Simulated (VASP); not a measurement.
Here is a VASP 6.6.1 calculation.

The input POSCAR:

```
Al2O3
1.0
    2.3794095096      1.3737527208      4.3316414365
   -2.3794095096      1.3737527208      4.3316414365
    0.0000000000     -2.7475054417      4.3316414365
Al O
4 6
Direct
    0.3519116388      0.3519116388      0.3519116388
    0.1480883612      0.1480883612      0.1480883612
    0.6480883612      0.6480883612      0.6480883612
    0.8519116388      0.8519116388      0.8519116388
    0.5563668128      0.9436331872      0.2500000000
    0.2500000000      0.5563668128      0.9436331872
    0.9436331872      0.2500000000      0.5563668128
    0.4436331872      0.0563668128      0.7500000000
    0.7500000000      0.4436331872      0.0563668128
    0.0563668128      0.7500000000      0.4436331872
```

The input INCAR.step1:

```
PREC = Accurate ; ENCUT = 520
ISMEAR = 0 ; SIGMA = 0.01
LREAL = False ; LASPH = True
NELM = 60 ; NBANDS = 35
GGA = PE ; ALGO = Normal
EDIFF = 1E-4 ; LWAVE = True
LCHARG = False
```

INCAR.step2

```
PREC = Accurate ; ENCUT = 520
EDIFF = 1E-7 ; ISMEAR = 0
SIGMA = 0.01 ; LREAL = False
LASPH = True ; NELM = 60
ALGO = Normal ; ISIF = 2
LWAVE = False ; LCHARG = False
METAGGA = R2SCAN ; LMIXTAU = True
NBANDS = 35 ; ISTART = 1
```

The input KPOINTS:

```
Automatic mesh
0
Gamma
  5 5 5
```

Potentials or basis: VASP PAW PBE potentials, release 64 (Al, O).

The run is started by

```sh
$ cat potpaw_PBE.64/Al/POTCAR potpaw_PBE.64/O/POTCAR > POTCAR
$ cp INCAR.step1 INCAR
$ mpirun -np 1 vasp_std > vasp.out
$ cp INCAR.step2 INCAR
$ mpirun -np 1 vasp_std > vasp.out
```

Question: Estimate the band gap on the k mesh.

Answer: 7.16 eV.

Question: Estimate the largest force.

Answer: 0.019 eV/Å.

Forces in eV/Å, atoms in the order of the input:
```
Al   0.000  0.000 -0.019
Al   0.000  0.000  0.019
Al   0.000  0.000  0.019
Al   0.000  0.000 -0.019
O   -0.013  0.000  0.000
O    0.006 -0.011  0.000
O    0.006  0.011  0.000
O    0.013  0.000  0.000
O   -0.006  0.011  0.000
O   -0.006 -0.011  0.000
```

Caveat: the PAW data sets were made with another functional, which shifts forces and pressure a little.

**Experimental background.**

From “Multi-petahertz electron interference in Cr:Al2O3 solid-state material”, 2018, pmc:5906618, for a bulk crystal of Al2O3: band gap 8.7 eV (optical).

Against the measured gap of Al2O3, 8.7 eV (optical; quoted in “Multi-petahertz electron interference in Cr:Al2O3 solid-state material”, 2018, pmc:5906618), the calculated 7.16 eV is off by -1.54 eV. The value is that of r2SCAN, without temperature or zero-point motion.
